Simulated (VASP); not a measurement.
# K3LuN2 (P-6m2) in VASP: a series of runs

Runs on K3LuN2. Level: PBE. Tasks: single point, relaxation of cell and atoms.

Program: VASP 6.6.1. These are calculated values, not measurements. Logs are shortened: lines on timing, memory, paths and dates and some standing lists are left out, and cuts for length are marked.

### Step 1. The cell of the first run

It takes space group P-6m2 (No. 187, hexagonal). The conventional cell has a = 4.438 Å, b = 4.438 Å, c = 6.804 Å, α = 90.00°, β = 90.00°, γ = 120.00°. K (site symmetry -6m2) has 3 K at 2.56 Å and 6 N at 3.23 Å within 3.4 Å. Within 3.4 Å of K (site symmetry -6m2) lie 3 Lu at 2.56 Å and 6 N at 2.93 Å. Within 3.4 Å of K (site symmetry -6m2) lie 3 K at 2.56 Å and 6 N at 3.23 Å. Within 3.4 Å of Lu (site symmetry -6m2) lie 3 K at 2.56 Å and 6 N at 2.93 Å. Within 3.8 Å of N (site symmetry 3m) lie 1 N at 2.86 Å and 9 K at 2.93 to 3.23 Å and 3 Lu at 2.93 Å.

### Step 2. Single point, PBE

INCAR

```
SYSTEM = K3LuN2
PREC = Accurate ; ENCUT = 520
EDIFF = 1E-7 ; ISMEAR = 0
SIGMA = 0.1 ; LREAL = .False.
LASPH = .True. ; NELM = 80
ALGO = Normal ; ISIF = 2
LWAVE = .False. ; LCHARG = .False.
GGA = PE ; NBANDS = 40
```

KPOINTS

```
Automatic mesh
0
Gamma
  6 6 4
  0 0 0
```

POSCAR

```
K3LuN2
1.0
    4.4378824998      0.0000000000      0.0000000000
   -2.2189412499      3.8433189839      0.0000000000
    0.0000000000      0.0000000000      6.8044392499
K Lu N
3 1 2
Direct
    0.3333333333      0.6666666667      0.5000000000
    0.6666666667      0.3333333333      0.0000000000
    0.6666666667      0.3333333333      0.5000000000
    0.3333333333      0.6666666667      0.0000000000
    0.0000000000      0.0000000000      0.2102559915
    0.0000000000      0.0000000000      0.7897440085
```

Potentials or basis: VASP PAW PBE potentials, release 64 (K_sv, Lu, N).

The run is started by

```
> cat potpaw_PBE.64/K_sv/POTCAR potpaw_PBE.64/Lu/POTCAR potpaw_PBE.64/N/POTCAR > POTCAR
> mpirun -np 1 vasp_std > vasp.out
```

OUTCAR:

```text
SYSTEM = K3LuN2
   PREC = Accurate
   ENCUT = 520
   EDIFF = 1E-7
   ISMEAR = 0
   LREAL = .False.
   LASPH = .True.
   NELM = 80
   ISIF = 2
   GGA = PE

 ion  position               nearest neighbor table
   1  0.333  0.667  0.500-   3 2.56   3 2.56   3 2.56   4 3.40   4 3.40
   2  0.667  0.333  0.000-   4 2.56   4 2.56   4 2.56   3 3.40   3 3.40
   3  0.667  0.333  0.500-   1 2.56   1 2.56   1 2.56   2 3.40   2 3.40
   4  0.333  0.667  0.000-   2 2.56   2 2.56   2 2.56   1 3.40   1 3.40
   5  0.000  0.000  0.210-
   6  0.000  0.000  0.790-

  LATTYP: Found a hexagonal cell.
 ALAT       =     4.4378824998
 C/A-ratio  =     1.5332625977

  Lattice vectors:

 A1 = (   4.4378824998,   0.0000000000,   0.0000000000)
 A2 = (  -2.2189412499,   3.8433189839,   0.0000000000)
 A3 = (   0.0000000000,   0.0000000000,   6.8044392499)

Analysis of symmetry for initial positions (statically):
=====================================================================
 Subroutine PRICEL returns:
 Original cell was already a primitive cell.

 Routine SETGRP: Setting up the symmetry group for a
 hexagonal supercell.

 Subroutine GETGRP returns: Found 12 space group operations
 (whereof 12 operations were pure point group operations)
 out of a pool of 24 trial point group operations.

The static configuration has the point symmetry D_3h.

Analysis of symmetry for dynamics (positions and initial velocities):
=====================================================================
 Subroutine PRICEL returns:
 Original cell was already a primitive cell.

 Routine SETGRP: Setting up the symmetry group for a
 hexagonal supercell.

 Subroutine GETGRP returns: Found 12 space group operations
 (whereof 12 operations were pure point group operations)
 out of a pool of 24 trial point group operations.

The dynamic configuration has the point symmetry D_3h.

 Subroutine INISYM returns: Found 12 space group operations
 (whereof 12 operations are pure point group operations),
 and found     1 'primitive' translations

----------------------------------------------------------------------------------------

                                     Primitive cell

  volume of cell :     116.0579

  direct lattice vectors                    reciprocal lattice vectors
     4.437882500  0.000000000  0.000000000     0.225332690  0.130095889  0.000000000
    -2.218941250  3.843318984  0.000000000     0.000000000  0.260191778  0.000000000
     0.000000000  0.000000000  6.804439250     0.000000000  0.000000000  0.146962882

  length of vectors
     4.437882500  4.437882500  6.804439250     0.260191778  0.260191778  0.146962882

  position of ions in fractional coordinates (direct lattice)
     0.333333333  0.666666667  0.500000000
     0.666666667  0.333333333  0.000000000
     0.666666667  0.333333333  0.500000000
     0.333333333  0.666666667  0.000000000
     0.000000000  0.000000000  0.210255991
     0.000000000  0.000000000  0.789744009

  ion indices of the primitive-cell ions
   primitive index   ion index
                 1           1
                 2           2
                 3           3
                 4           4
                 5           5
                 6           6

----------------------------------------------------------------------------------------

 KPOINTS: Automatic mesh

Automatic generation of k-mesh.
 Grid dimensions read from file:
 generate k-points for:    6    6    4

 Generating k-lattice:

  Cartesian coordinates                     Fractional coordinates (reciprocal lattice)
     0.037555448  0.021682648  0.000000000     0.166666667  0.000000000  0.000000000
     0.000000000  0.043365296  0.000000000     0.000000000  0.166666667  0.000000000
     0.000000000  0.000000000  0.036740720     0.000000000  0.000000000  0.250000000

  Length of vectors
     0.043365296  0.043365296  0.036740720

  Shift w.r.t. Gamma in fractional coordinates (k-lattice)
     0.000000000  0.000000000  0.000000000

 Subroutine IBZKPT returns following result:
 ===========================================

 Found     21 irreducible k-points:

 Following reciprocal coordinates:
            Coordinates               Weight
  0.000000  0.000000  0.000000      1.000000
  0.166667  0.000000  0.000000      6.000000
  0.333333  0.000000  0.000000      6.000000
  0.500000  0.000000  0.000000      3.000000
  0.166667  0.166667  0.000000      6.000000
  0.333333  0.166667  0.000000     12.000000
[... 13 lines left out ...]
  0.333333  0.166667  0.500000     12.000000
  0.333333  0.333333  0.500000      2.000000
   k-points           NKPTS =     21   k-points in BZ     NKDIM =     21   number of bands    NBANDS=     40
   number of dos      NEDOS =    301   number of ions     NIONS =      6
   total plane-waves  NPLWV =  69984
   dimension x,y,z NGX =    36 NGY =   36 NGZ =   54
   dimension x,y,z NGXF=    72 NGYF=   72 NGZF=  108
   ions per type =               3   1   2
   NGX,Y,Z   is equivalent  to a cutoff of  13.49, 13.49, 13.19 a.u.
   NGXF,Y,Z  is equivalent  to a cutoff of  26.97, 26.97, 26.39 a.u.
 SYSTEM =  K3LuN2
   PREC   = accura    normal or accurate (medium, high low for compatibility)
   ISTART =      0    job   : 0-new  1-cont  2-samecut
   ICHARG =      2    charge: 1-file 2-atom 10-const
   ISPIN  =      1    spin polarized calculation?
   LNONCOLLINEAR =      F non collinear calculations
   LSORBIT =      F    spin-orbit coupling
   LASPH  =      T    aspherical Exc in radial PAW
   ENCUT  =  520.0 eV  38.22 Ry    6.18 a.u.   8.25  8.25 12.65*2*pi/ulx,y,z
   NELM   =     80;   NELMIN=  2; NELMDL= -5     # of ELM steps
   EDIFF  = 0.1E-06   stopping-criterion for ELM
   LREAL  =      F    real-space projection
   EDIFFG = 0.1E-05   stopping-criterion for IOM
   NSW    =      0    number of steps for IOM
   IBRION =     -1    ionic relax: 0-MD 1-quasi-New 2-CG
   NFREE  =      0    steps in history (QN), initial steepest desc. (CG)
   ISIF   =      2    stress and relaxation
   ISYM   =      2    0-nonsym 1-usesym 2-fastsym
   POTIM  = 0.5000    time-step for ionic-motion
   TEBEG  =    0.0;   TEEND  =   0.0 temperature during run
   PSTRESS=    0.0 pullay stress
   NELECT =      62.0000    total number of electrons
   NUPDOWN=      -1.0000    fix difference up-down
   EMIN   =  10.00;   EMAX   =-10.00  energy-range for DOS
   EFERMI =   0.00;   METHOD = LEGACY
   ISMEAR =     0;   SIGMA  =   0.10  broadening in eV -4-tet -1-fermi 0-gaus
   EFERMI_NEDOS =   21; number of points for ismear=-14 and -15
   IALGO  =     38    algorithm
   IMIX   =      4    mixing-type and parameters
     AMIX     =   0.40;   BMIX     =  1.00
     AMIX_MAG =   1.60;   BMIX_MAG =  1.00
  volume/ion in A,a.u.               =      19.34       130.53
  Fermi-wavevector in a.u.,A,eV,Ry     =   1.328354  2.510225 24.007816  1.764525
  Thomas-Fermi vector in A             =   2.457598
   LORBIT       =      0    0 simple, 1 ext, 2 COOP (PROOUT), +10 PAW based schemes
   GGA     = PE    functional components
   LHFCALC =     F    Hartree Fock is set to
   AEXX    =    0.0000 exact exchange contribution
   IVDW    =     0    specifies the selected vdW correction
   LEPSILON=     F    determine dielectric tensor
   LRPA    =     F    only Hartree local field effects (RPA)
 non-spin polarized calculation
 Gauss-broadening in eV      SIGMA  =   0.10
  energy-cutoff  :      520.00
  volume of cell :      116.06
 maximum number of plane-waves:      3170
 NGX is ok and might be reduce to    36
   NGX = 17   NGY = 17   NGZ = 25

 number of electron      61.9999991 magnetization

 Free energy of the ion-electron system (eV)
  ---------------------------------------------------
  ext. energy  EPLUGINS =         0.00000000
  ---------------------------------------------------
  free energy    TOTEN  =       -17.14496953 eV

  energy without entropy =      -17.13651115  energy(sigma->0) =      -17.14074034

 E-fermi :   3.2700     XC(G=0):  -9.8864

 val. band max:        3.2603719708   @ k =   0.1667   0.1667   0.0000
 cond. band min:       3.3343061659   @ k =   0.0000   0.0000   0.5000
 fundamental gap:      0.0739341951
 Fermi energy:         3.2700156686

 k-point     1 :       0.0000    0.0000    0.0000
  band No.  band energies     occupation
      1     -54.9451      2.00000
      2     -29.8841      2.00000
      3     -29.2707      2.00000
      4     -28.6036      2.00000
      5     -25.7410      2.00000
      6     -25.7410      2.00000
[... 32 lines left out ...]
     39       7.0621      0.00000
     40       7.4750      0.00000

 k-point     2 :       0.1667    0.0000    0.0000
  band No.  band energies     occupation
      1     -54.9448      2.00000
      2     -29.8170      2.00000
      3     -29.3101      2.00000
      4     -28.6878      2.00000
      5     -25.7463      2.00000
      6     -25.6816      2.00000
[... 32 lines left out ...]
     39       6.7374      0.00000
     40       7.1826      0.00000

 k-point     3 :       0.3333    0.0000    0.0000
  band No.  band energies     occupation
      1     -54.9442      2.00000
      2     -29.6415      2.00000
      3     -29.3846      2.00000
      4     -28.8980      2.00000
      5     -25.7570      2.00000
      6     -25.5665      2.00000
[... 32 lines left out ...]
     39       7.1952      0.00000
     40       7.2279      0.00000

 k-point     4 :       0.5000    0.0000    0.0000
  band No.  band energies     occupation
      1     -54.9439      2.00000
      2     -29.5036      2.00000
      3     -29.4149      2.00000
      4     -29.0585      2.00000
      5     -25.7623      2.00000
      6     -25.5107      2.00000
[... 32 lines left out ...]
     39       7.0225      0.00000
     40       7.2433      0.00000
[... 643 lines left out ...]
     39       6.9875      0.00000
     40       6.9896      0.00000

 k-point    20 :       0.3333    0.1667    0.5000
  band No.  band energies     occupation
      1     -54.9439      2.00000
      2     -29.4952      2.00000
      3     -29.4229      2.00000
      4     -29.0597      2.00000
      5     -25.7722      2.00000
      6     -25.5008      2.00000
[... 32 lines left out ...]
     39       6.7064      0.00000
     40       6.9991      0.00000

 k-point    21 :       0.3333    0.3333    0.5000
  band No.  band energies     occupation
      1     -54.9438      2.00000
      2     -29.4403      2.00000
      3     -29.3358      2.00000
      4     -29.2273      2.00000
      5     -25.7842      2.00000
      6     -25.4733      2.00000
[... 32 lines left out ...]
     39       6.6402      0.00000
     40       6.9853      0.00000

------------------------ aborting loop because EDIFF is reached ----------------------------------------

  FORCE on cell =-STRESS in cart. coord.  units (eV):
  Direction    XX          YY          ZZ          XY          YZ          ZX
  --------------------------------------------------------------------------------------
  -------------------------------------------------------------------------------------
  Total        0.2523413      0.2523413      0.3371850      0.0000000     -0.0000000      0.0000000
  in kB        3.4835685      3.4835685      4.6548341      0.0000000     -0.0000000      0.0000000
  external PRESSURE =       3.8739904 kB  Pullay stress =       0.0000000 kB

 VOLUME and BASIS-vectors are now :
 -----------------------------------------------------------------------------
  energy-cutoff  :      520.00
  volume of cell :      116.06
      direct lattice vectors                 reciprocal lattice vectors
     4.437882500  0.000000000  0.000000000     0.225332690  0.130095889  0.000000000
    -2.218941250  3.843318984  0.000000000     0.000000000  0.260191778  0.000000000
     0.000000000  0.000000000  6.804439250     0.000000000  0.000000000  0.146962882

 POSITION                                       TOTAL-FORCE (eV/Angst)
 -----------------------------------------------------------------------------------
     -0.00000      2.56221      3.40222         0.000000     -0.000000      0.000000
      2.21894      1.28111      0.00000        -0.000000      0.000000      0.000000
      2.21894      1.28111      3.40222        -0.000000      0.000000      0.000000
     -0.00000      2.56221      0.00000        -0.000000      0.000000      0.000000
      0.00000      0.00000      1.43067        -0.000000      0.000000      0.041203
      0.00000      0.00000      5.37377        -0.000000      0.000000     -0.041203
 -----------------------------------------------------------------------------------
    total drift:                                0.000001     -0.000000     -0.000000

  FREE ENERGIE OF THE ION-ELECTRON SYSTEM (eV)
  ---------------------------------------------------
  free  energy   TOTEN  =       -17.1449695341 eV

  energy  without entropy=      -17.1365111525  energy(sigma->0) =      -17.14074034
```

Wall time 79 s (1 thread of Intel Xeon 6975P-C (Granite Rapids), shared host); peak memory 0.3 GiB.

Results:

- Free energy: -17.1450 eV
- Pressure: 0.4 GPa
- Largest force: 0.041 eV/Å
- Band gap on the k mesh: zero (band 31 reaches 3.26 eV, above the bottom of band 32 at 2.98 eV)

Forces on the atoms (eV/Å):
```
K    0.000  0.000  0.000
K    0.000  0.000  0.000
K    0.000  0.000  0.000
Lu   0.000  0.000  0.000
N    0.000  0.000  0.041
N    0.000  0.000 -0.041
```

Stress tensor (GPa, compression positive):
```
0.35 0.00 0.00
0.00 0.35 0.00
0.00 0.00 0.47
```

Caveat: spin-orbit coupling is left out, which moves the levels of the heavy elements.

[end of part 1 of 2]
